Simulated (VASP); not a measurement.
Input of a VASP 6.6.1 run:

INCAR

```
PREC = Accurate
ENCUT = 520
EDIFF = 1E-6
ISMEAR = -1
SIGMA = 0.06122561905347299
LREAL = False
LASPH = True
NELM = 100
ALGO = Normal
ISIF = 2
LWAVE = False
LCHARG = False
GGA = PE
NBANDS = 20
```

The input KPOINTS:

```
regular mesh
0
Gamma
  21 21 21
```

File POSCAR:

```
MnO2
1.0
    0.0000000000      2.2627424124      2.2627424124
    2.2627424124      0.0000000000      2.2627424124
    2.2627424124      2.2627424124      0.0000000000
Mn O
1 2
Direct
    0.0000000000      0.0000000000      0.0000000000
    0.2500000000      0.2500000000      0.2500000000
    0.7500000000      0.7500000000      0.7500000000
```

Potentials or basis: VASP PAW PBE potentials, release 64 (Mn_pv, O).

Run with:

```bash
$ cat potpaw_PBE.64/Mn_pv/POTCAR potpaw_PBE.64/O/POTCAR > POTCAR
$ mpirun -np 1 vasp_std > vasp.out
```

(1) Predict the pressure.

(2) Estimate the band gap on the k mesh.

Answers

(1) 20.9 GPa.

(2) zero (an odd number of electrons rules out a gap without spin polarisation).

Caveat: the cell stands under pressure; an odd number of electrons without spin polarisation forces a metal; a magnetic or distorted state may lie lower; the run has no spin polarisation, though such a crystal can be magnetic; semilocal functionals often make such compounds metallic where correlation or magnetic order opens a gap, which also shifts bond lengths.
